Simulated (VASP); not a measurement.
A run of VASP 6.6.1 is set up as follows.

File INCAR:

```
  PREC = Accurate
  ENCUT = 520
  EDIFF = 1E-8
  ISMEAR = -1
  SIGMA = 0.02
  LREAL = False
  LASPH = True
  NELM = 80
  ALGO = Normal
  ISIF = 2
  LWAVE = False
  LCHARG = False
  GGA = CA
  LEFG = True
  NBANDS = 28
```

File KPOINTS:

```
Automatic mesh
0
Gamma
  6 6 5
```

The input POSCAR:

```
SnO
1.0
    3.8020000000      0.0000000000      0.0000000000
    0.0000000000      3.8020000000      0.0000000000
    0.0000000000      0.0000000000      4.8360000000
Sn O
2 2
Direct
    0.0000000000      0.5000000000      0.2385000000
    0.5000000000      0.0000000000      0.7615000000
    0.0000000000      0.0000000000      0.0000000000
    0.5000000000      0.5000000000      0.0000000000
```

Potentials or basis: VASP PAW LDA potentials, release 64 (Sn_d, O).

Run with:

```bash
$ cat potpaw_LDA.64/Sn_d/POTCAR potpaw_LDA.64/O/POTCAR > POTCAR
$ mpirun -np 1 vasp_std > vasp.out
```

Task: What does it give for the band gap on the k mesh?

Result: 0.09 eV, indirect (least direct gap 1.96 eV).

Task: What does it give for the largest force?

Result: 0.151 eV/Å.

Task: What does it give for the pressure?

Result: -2.5 GPa.

Electric field gradients, principal values (V/Å²):
```tsv
atom	least	middle	greatest (by size)
1 Sn	82.439	82.439	-164.878
2 Sn	82.439	82.439	-164.878
3 O	-0.979	-0.979	1.958
4 O	-0.979	-0.979	1.958
```

Caveat: without QUAD_EFG the Cq values of the log hold for a quadrupole moment of 1 mb, not for the nuclei; spin-orbit coupling is left out, which moves the levels of the heavy elements. A k mesh can miss the band edges.
